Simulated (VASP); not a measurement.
# Ba16H (a cell with a defect) in VASP: single point with PBEsol

Aim: the single point of Ba16H (a cell with a defect) with PBEsol.

All numbers are computed with VASP 6.6.1; they aren't measurements. Logs are shortened: lines on timing, memory, paths and dates and some standing lists are left out, and cuts for length are marked.

### Step 1. The cell of the first run

The cell holds a defect, 17 atoms: a = 10.040 Å, b = 10.040 Å, c = 10.040 Å, α = 90.00°, β = 90.00°, γ = 90.00°.

### Step 2. Single point, PBEsol

The input, INCAR:

```
SYSTEM = Ba16H
ALGO     = Normal         ! electronic algorithm
EDIFF    = 1E-6           ! SCF threshold, eV
ENCUT    = 520            ! plane-wave cutoff, eV
GGA      = PS             ! functional
ISIF     = 2              ! what is computed and relaxed
ISMEAR   = -1             ! smearing method
LASPH    = .TRUE.         ! aspherical terms in the spheres
LCHARG   = .FALSE.        ! write CHGCAR
LREAL    = Auto         
LWAVE    = .FALSE.        ! write WAVECAR
NBANDS   = 94             ! bands
NELM     = 80             ! most SCF steps
PREC     = Accurate       ! precision mode
SIGMA    = 0.1            ! smearing width, eV
```

The input, KPOINTS:

```
k-points
0
G
  2 2 2
  0 0 0
```

The input, POSCAR:

```
Ba16H
1.0
   10.0400000000      0.0000000000      0.0000000000
    0.0000000000     10.0400000000      0.0000000000
    0.0000000000      0.0000000000     10.0400000000
Ba H
16 1
Direct
   -0.0181573705     -0.0003784861      0.0057370518
    0.4957370518     -0.0029282869      0.0533665339
    0.0272410359      0.5113545817     -0.0396115538
    0.0071812749     -0.0000199203      0.4958266932
    0.2645119522      0.2415139442      0.2452290837
    0.5148505976      0.4871713147     -0.0329681275
    0.5041832669     -0.0162848606      0.4853187251
    0.7964741036      0.2685059761      0.2111254980
    0.0101494024      0.5302689243      0.4860657371
    0.2758764940      0.7662051793      0.2437948207
    0.2421215139      0.2229183267      0.7810358566
    0.5052689243      0.4758764940      0.5085956175
    0.7303784861      0.7504880478      0.2369322709
    0.7716832669      0.2211055777      0.7404681275
    0.2285258964      0.7488844622      0.7793924303
    0.7760756972      0.7654780876      0.7233764940
    0.4827589641      0.8581274900      0.2374701195
```

Potentials or basis: VASP PAW PBE potentials, release 64 (Ba_sv, H).

On the command line:

```
$ cat potpaw_PBE.64/Ba_sv/POTCAR potpaw_PBE.64/H/POTCAR > POTCAR
$ mpirun -np 1 vasp_std > vasp.out
```

OUTCAR:

```text
SYSTEM = Ba16H
   EDIFF = 1E-6
   ENCUT = 520
   GGA = PS
   ISIF = 2
   ISMEAR = -1
   LASPH = .TRUE.
   LREAL = Auto
   NELM = 80
   PREC = Accurate

 ion  position               nearest neighbor table
   1  0.982  1.000  0.006-   8 3.87  14 4.06  11 4.12  15 4.20  16 4.22  13 4.24   5 4.44  10 4.46

   2  0.496  0.997  0.053-  17 2.32  10 3.73  13 3.88   5 3.89   7 4.34   8 4.36  11 4.37  15 4.58

   3  0.027  0.511  0.960-  15 3.62  11 4.04   8 4.20  16 4.30  14 4.47  10 4.57   5 4.60  13 4.73

   4  0.007  1.000  0.496-  16 4.02  14 4.07  11 4.33   5 4.35  10 4.38  15 4.40   8 4.46  13 4.56
                             9 4.72
   5  0.265  0.242  0.245-   2 3.89   7 4.28  12 4.29   4 4.35   1 4.44   6 4.49   9 4.56   3 4.60
                            11 4.67   8 4.72
   6  0.515  0.487  0.967-  11 4.25  15 4.33   8 4.34  14 4.35  13 4.36   5 4.49  16 4.55  12 4.61
                            10 4.62
   7  0.504  0.984  0.485-  17 2.80  10 3.99  13 4.11  16 4.24   5 4.28   2 4.34  14 4.41  11 4.64
                            15 4.68
   8  0.796  0.269  0.211-   1 3.87   3 4.20   6 4.34   2 4.36   9 4.37   4 4.46  12 4.67   5 4.72

   9  0.010  0.530  0.486-  16 4.10  15 4.28  10 4.32  13 4.36   8 4.37   5 4.56  14 4.68   4 4.72

  10  0.276  0.766  0.244-  17 2.27   2 3.73   7 3.99   9 4.32   4 4.38   1 4.46  13 4.57  12 4.57
                             3 4.57   6 4.62  15 4.69
  11  0.242  0.223  0.781-   3 4.04   1 4.12   6 4.25   4 4.33   2 4.37  12 4.57   7 4.64   5 4.67
                            14 4.74
  12  0.505  0.476  0.509-   5 4.29  14 4.37  13 4.49  16 4.53  10 4.57  11 4.57   6 4.61   8 4.67

  13  0.730  0.750  0.237-  17 2.71   2 3.88   7 4.11   1 4.24   6 4.36   9 4.36  12 4.49   4 4.56
                            10 4.57   3 4.73
  14  0.772  0.221  0.740-   1 4.06   4 4.07   6 4.35  12 4.37   7 4.41   3 4.47  16 4.58   9 4.68
                            11 4.74
  15  0.229  0.749  0.779-   3 3.62   1 4.20   9 4.28   6 4.33   4 4.40   2 4.58  16 4.58   7 4.68
                            10 4.69
  16  0.776  0.765  0.723-   4 4.02   9 4.10   1 4.22   7 4.24   3 4.30  12 4.53   6 4.55  14 4.58
                            15 4.58
  17  0.483  0.858  0.237-  10 2.27   2 2.32  13 2.71   7 2.80

  LATTYP: Found a simple cubic cell.
 ALAT       =    10.0400000000

  Lattice vectors:

 A1 = (  10.0400000000,   0.0000000000,   0.0000000000)
 A2 = (   0.0000000000,  10.0400000000,   0.0000000000)
 A3 = (   0.0000000000,   0.0000000000,  10.0400000000)

Analysis of symmetry for initial positions (statically):
=====================================================================
 Subroutine PRICEL returns:
 Original cell was already a primitive cell.

 Routine SETGRP: Setting up the symmetry group for a
 simple cubic supercell.

 Subroutine GETGRP returns: Found  1 space group operations
 (whereof  1 operations were pure point group operations)
 out of a pool of 48 trial point group operations.

The static configuration has the point symmetry C_1 .

Analysis of symmetry for dynamics (positions and initial velocities):
=====================================================================
 Subroutine PRICEL returns:
 Original cell was already a primitive cell.

 Routine SETGRP: Setting up the symmetry group for a
 simple cubic supercell.

 Subroutine GETGRP returns: Found  1 space group operations
 (whereof  1 operations were pure point group operations)
 out of a pool of 48 trial point group operations.

The dynamic configuration has the point symmetry C_1 .

 Subroutine INISYM returns: Found  1 space group operations
 (whereof  1 operations are pure point group operations),
 and found     1 'primitive' translations

----------------------------------------------------------------------------------------

                                     Primitive cell

  volume of cell :    1012.0481

  direct lattice vectors                    reciprocal lattice vectors
    10.040000000  0.000000000  0.000000000     0.099601594  0.000000000  0.000000000
     0.000000000 10.040000000  0.000000000     0.000000000  0.099601594  0.000000000
     0.000000000  0.000000000 10.040000000     0.000000000  0.000000000  0.099601594

  length of vectors
    10.040000000 10.040000000 10.040000000     0.099601594  0.099601594  0.099601594

  position of ions in fractional coordinates (direct lattice)
     0.981842630  0.999621514  0.005737052
     0.495737052  0.997071713  0.053366534
     0.027241036  0.511354582  0.960388446
     0.007181275  0.999980080  0.495826693
     0.264511952  0.241513944  0.245229084
     0.514850598  0.487171315  0.967031873
[... 9 lines left out ...]
     0.776075697  0.765478088  0.723376494
     0.482758964  0.858127490  0.237470120

  ion indices of the primitive-cell ions
   primitive index   ion index
                 1           1
                 2           2
                 3           3
                 4           4
                 5           5
                 6           6
[... 9 lines left out ...]
                16          16
                17          17

----------------------------------------------------------------------------------------

 KPOINTS: k-points

Automatic generation of k-mesh.
 Grid dimensions read from file:
 generate k-points for:    2    2    2

 Generating k-lattice:

  Cartesian coordinates                     Fractional coordinates (reciprocal lattice)
     0.049800797  0.000000000  0.000000000     0.500000000  0.000000000  0.000000000
     0.000000000  0.049800797  0.000000000     0.000000000  0.500000000  0.000000000
     0.000000000  0.000000000  0.049800797     0.000000000  0.000000000  0.500000000

  Length of vectors
     0.049800797  0.049800797  0.049800797

  Shift w.r.t. Gamma in fractional coordinates (k-lattice)
     0.000000000  0.000000000  0.000000000

 Subroutine IBZKPT returns following result:
 ===========================================

 Found      8 irreducible k-points:

 Following reciprocal coordinates:
            Coordinates               Weight
  0.000000  0.000000  0.000000      1.000000
  0.500000  0.000000  0.000000      1.000000
  0.000000  0.500000  0.000000      1.000000
  0.000000  0.000000  0.500000      1.000000
  0.500000  0.500000  0.000000      1.000000
  0.000000  0.500000  0.500000      1.000000
  0.500000  0.000000  0.500000      1.000000
  0.500000  0.500000  0.500000      1.000000
   k-points           NKPTS =      8   k-points in BZ     NKDIM =      8   number of bands    NBANDS=     94
   number of dos      NEDOS =    301   number of ions     NIONS =     17
   total plane-waves  NPLWV = 512000
   dimension x,y,z NGX =    80 NGY =   80 NGZ =   80
   dimension x,y,z NGXF=   160 NGYF=  160 NGZF=  160
   ions per type =              16   1
   NGX,Y,Z   is equivalent  to a cutoff of  13.25, 13.25, 13.25 a.u.
   NGXF,Y,Z  is equivalent  to a cutoff of  26.49, 26.49, 26.49 a.u.
 SYSTEM =  Ba16H
   PREC   = accura    normal or accurate (medium, high low for compatibility)
   ISTART =      0    job   : 0-new  1-cont  2-samecut
   ICHARG =      2    charge: 1-file 2-atom 10-const
   ISPIN  =      1    spin polarized calculation?
   LNONCOLLINEAR =      F non collinear calculations
   LSORBIT =      F    spin-orbit coupling
   LASPH  =      T    aspherical Exc in radial PAW
   ENCUT  =  520.0 eV  38.22 Ry    6.18 a.u.  18.67 18.67 18.67*2*pi/ulx,y,z
   NELM   =     80;   NELMIN=  2; NELMDL= -5     # of ELM steps
   EDIFF  = 0.1E-05   stopping-criterion for ELM
   LREAL  =      T    real-space projection
   EDIFFG = 0.1E-04   stopping-criterion for IOM
   NSW    =      0    number of steps for IOM
   IBRION =     -1    ionic relax: 0-MD 1-quasi-New 2-CG
   NFREE  =      0    steps in history (QN), initial steepest desc. (CG)
   ISIF   =      2    stress and relaxation
   ISYM   =      2    0-nonsym 1-usesym 2-fastsym
   POTIM  = 0.5000    time-step for ionic-motion
   TEBEG  =    0.0;   TEEND  =   0.0 temperature during run
   PSTRESS=    0.0 pullay stress
   NELECT =     161.0000    total number of electrons
   NUPDOWN=      -1.0000    fix difference up-down
   EMIN   =  10.00;   EMAX   =-10.00  energy-range for DOS
   EFERMI =   0.00;   METHOD = LEGACY
   ISMEAR =    -1;   SIGMA  =   0.10  broadening in eV -4-tet -1-fermi 0-gaus
   EFERMI_NEDOS =   21; number of points for ismear=-14 and -15
   IALGO  =     38    algorithm
   IMIX   =      4    mixing-type and parameters
     AMIX     =   0.40;   BMIX     =  1.00
     AMIX_MAG =   1.60;   BMIX_MAG =  1.00
  volume/ion in A,a.u.               =      59.53       401.74
  Fermi-wavevector in a.u.,A,eV,Ry     =   0.887053  1.676288 10.705930  0.786864
  Thomas-Fermi vector in A             =   2.008301
   LORBIT       =      0    0 simple, 1 ext, 2 COOP (PROOUT), +10 PAW based schemes
   GGA     = PS    functional components
   LHFCALC =     F    Hartree Fock is set to
   AEXX    =    0.0000 exact exchange contribution
   IVDW    =     0    specifies the selected vdW correction
   LEPSILON=     F    determine dielectric tensor
   LRPA    =     F    only Hartree local field effects (RPA)
 non-spin polarized calculation
  energy-cutoff  :      520.00
  volume of cell :     1012.05
 maximum number of plane-waves:     27278
 NGX is ok and might be reduce to    80
   NGX = 37   NGY = 37   NGZ = 37

 number of electron     160.9999999 magnetization

 Free energy of the ion-electron system (eV)
  ---------------------------------------------------
  ext. energy  EPLUGINS =         0.00000000
  ---------------------------------------------------
  free energy    TOTEN  =       -37.27594680 eV

  energy without entropy =      -36.54969720  energy(sigma->0) =      -36.91282200

 E-fermi :   1.5191     XC(G=0):  -7.4871

 val. band max:        1.4993302306   @ k =   0.5000   0.5000   0.5000
 cond. band min:       1.5335846984   @ k =   0.0000   0.5000   0.5000
 fundamental gap:      0.0342544678
 Fermi energy:         1.5191393577

 k-point     1 :       0.0000    0.0000    0.0000
  band No.  band energies     occupation
      1     -27.5194      2.00000
      2     -27.4185      2.00000
      3     -27.4031      2.00000
      4     -27.3580      2.00000
      5     -27.3501      2.00000
      6     -27.3461      2.00000
[... 84 lines left out ...]
     91       2.2186      0.00183
     92       2.2561      0.00126

 k-point     2 :       0.5000    0.0000    0.0000
  band No.  band energies     occupation
      1     -27.5193      2.00000
      2     -27.4184      2.00000
      3     -27.4028      2.00000
      4     -27.3578      2.00000
      5     -27.3503      2.00000
      6     -27.3485      2.00000
[... 559 lines left out ...]
     91       2.1055      0.00567
     92       2.1769      0.00278

 k-point     8 :       0.5000    0.5000    0.5000
  band No.  band energies     occupation
      1     -27.5193      2.00000
      2     -27.4181      2.00000
      3     -27.4028      2.00000
      4     -27.3559      2.00000
      5     -27.3508      2.00000
      6     -27.3481      2.00000
[... 84 lines left out ...]
     91       2.0053      0.01535
     92       2.0304      0.01196
 [bands above 92 left out]

------------------------ aborting loop because EDIFF is reached ----------------------------------------

  FORCE on cell =-STRESS in cart. coord.  units (eV):
  Direction    XX          YY          ZZ          XY          YZ          ZX
  --------------------------------------------------------------------------------------
  -------------------------------------------------------------------------------------
  Total       -1.5846122     -0.4213364     -1.9762487      0.6461396     -1.1011490     -0.7316539
  in kB       -2.5086058     -0.6670193     -3.1286071      1.0229061     -1.7432333     -1.1582843
  external PRESSURE =      -2.1014108 kB  Pullay stress =       0.0000000 kB

 VOLUME and BASIS-vectors are now :
 -----------------------------------------------------------------------------
  energy-cutoff  :      520.00
  volume of cell :     1012.05
      direct lattice vectors                 reciprocal lattice vectors
    10.040000000  0.000000000  0.000000000     0.099601594  0.000000000  0.000000000
     0.000000000 10.040000000  0.000000000     0.000000000  0.099601594  0.000000000
     0.000000000  0.000000000 10.040000000     0.000000000  0.000000000  0.099601594

 POSITION                                       TOTAL-FORCE (eV/Angst)
 -----------------------------------------------------------------------------------
      9.85770     10.03620      0.05760         0.244749     -0.222381      0.066170
      4.97720     10.01060      0.53580         0.328844      0.414271     -1.135246
      0.27350      5.13400      9.64230        -0.423741     -0.234208      0.479143
      0.07210     10.03980      4.97810         0.132363      0.031751     -0.255851
      2.65570      2.42480      2.46210        -0.290831      0.346293      0.031467
      5.16910      4.89120      9.70900         0.015525      0.072283      0.138033
[... 9 lines left out ...]
      7.79180      7.68540      7.26270        -0.383469     -0.154655      0.308997
      4.84690      8.61560      2.38420         0.877154      0.049700      0.694703
 -----------------------------------------------------------------------------------
    total drift:                               -0.003941      0.000882      0.000143

  FREE ENERGIE OF THE ION-ELECTRON SYSTEM (eV)
  ---------------------------------------------------
  free  energy   TOTEN  =       -37.2759468023 eV

  energy  without entropy=      -36.5496972006  energy(sigma->0) =      -36.91282200
```

It took 19 min on 1 thread of Intel Xeon Platinum 8559C (Emerald Rapids), shared host; peak memory 1.2 GiB.

Results:

```
Free energy            : -37.2759 eV
Pressure               : -0.2 GPa
Largest force          : 1.252 eV/Å
Band gap on the k mesh : zero (an odd number of electrons rules out a gap without spin polarisation)
```

Forces in eV/Å, atoms in the order of the input:
```
Ba   0.245 -0.222  0.066
Ba   0.329  0.414 -1.135
Ba  -0.424 -0.234  0.479
Ba   0.132  0.032 -0.256
Ba  -0.291  0.346  0.031
Ba   0.016  0.072  0.138
Ba  -0.011  0.082  0.028
Ba  -0.317  0.078  0.380
Ba   0.121 -0.386  0.045
Ba  -0.916 -0.705  0.015
Ba   0.114  0.006 -0.356
Ba  -0.001  0.091 -0.022
Ba   0.063 -0.149  0.020
Ba  -0.128  0.266  0.027
Ba   0.573  0.414 -0.464
Ba  -0.383 -0.155  0.309
H    0.877  0.050  0.695
```

Levels at points of the mesh, in eV from the Fermi level:
```csv
k point,band 79,band 80,band 81,band 82,band 83,band 84
"(0.00, 0.00, 0.00)",-0.52,-0.16,0.32,0.36,0.40,0.43
"(0.50, 0.00, 0.00)",-0.28,-0.25,-0.22,-0.14,0.07,0.37
"(0.00, 0.50, 0.00)",-0.29,-0.26,-0.24,-0.14,0.18,0.36
"(0.00, 0.00, 0.50)",-0.27,-0.25,-0.18,-0.15,0.12,0.34
"(0.50, 0.50, 0.00)",-0.20,-0.19,-0.03,0.10,0.12,0.18
"(0.00, 0.50, 0.50)",-0.24,-0.21,0.01,0.11,0.17,0.21
"(0.50, 0.00, 0.50)",-0.23,-0.18,-0.14,0.07,0.14,0.20
"(0.50, 0.50, 0.50)",0.16,0.19,0.19,0.21,0.23,0.24
```

Caveat: the PAW data sets were made with another functional, which shifts forces and pressure a little; spin-orbit coupling is left out, which moves the levels of the heavy elements.

The gap in the log of VASP goes by the Fermi energy; the results here count the filled bands.